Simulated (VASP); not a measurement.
A run of VASP 6.6.1 is set up as follows.

Contents of INCAR:

```
PREC = Accurate ; ENCUT = 520
EDIFF = 1E-6 ; ISMEAR = 1
SIGMA = 0.1 ; LREAL = False
LASPH = True ; NELM = 150
ALGO = Normal ; ISIF = 2
LWAVE = False ; LCHARG = False
MAGMOM = 0 0 0 ; LORBIT = 11
LSORBIT = True ; GGA_COMPAT = False
LORBMOM = True ; LMAXMIX = 4
GGA = PS ; NBANDS = 21
```

File KPOINTS:

```
regular mesh
0
Gamma
  24 24 24
```

Contents of POSCAR:

```
Pt
1.0
    0.0000000000      1.9588489820      1.9588489820
    1.9588489820      0.0000000000      1.9588489820
    1.9588489820      1.9588489820      0.0000000000
Pt
1
Direct
    0.0000000000      0.0000000000      0.0000000000
```

Potentials or basis: VASP PAW PBE potentials, release 64 (Pt).

Command:

```sh
$ cat potpaw_PBE.64/Pt/POTCAR > POTCAR
$ mpirun -np 1 vasp_ncl > vasp.out
```

(1) Predict the net moment.

(2) What does it give for the pressure?

## Answers

(1) 0.00 μB per cell.

(2) 0.4 GPa.

Caveat: the PAW data sets were made with another functional, which shifts forces and pressure a little.
